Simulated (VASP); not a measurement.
Crystal: Te.

```xyz
3
Lattice="4.6325 0.0000 0.0000 -2.3162 4.0119 0.0000 0.0000 0.0000 5.8869" Properties=species:S:1:pos:R:3 pbc="T T T"
Te    1.1747    0.0000    1.9623
Te    4.0451    1.0174    3.9246
Te    1.7289    2.9945    0.0000
```

Base run:

```yaml
Program: VASP 6.6.1
Functional: r2SCAN
Potentials_or_basis: VASP PAW PBE potentials, release 64 (Te)
Cutoff: 550 eV
k_mesh: 8 × 8 × 6
Occupations: fermi-dirac, width 0.2 eV
Spin: no spin polarisation
```

Its results: band gap on the k mesh 0.78 eV; pressure 0.1 GPa; largest force 0.043 eV/Å.

Question: The run is repeated on the same cell with these changes: occupations from fermi-dirac, width 0.2 eV to gaussian, width 1 eV. What comes out?

Answer: Band gap on the k mesh 0.78 eV (least direct gap 0.79 eV); pressure 0.5 GPa; largest force 0.198 eV/Å.

Caveats: the PAW data sets were made with another functional, which shifts forces and pressure a little; spin-orbit coupling is left out, which moves the levels of the heavy elements.

A k mesh can miss the band edges.
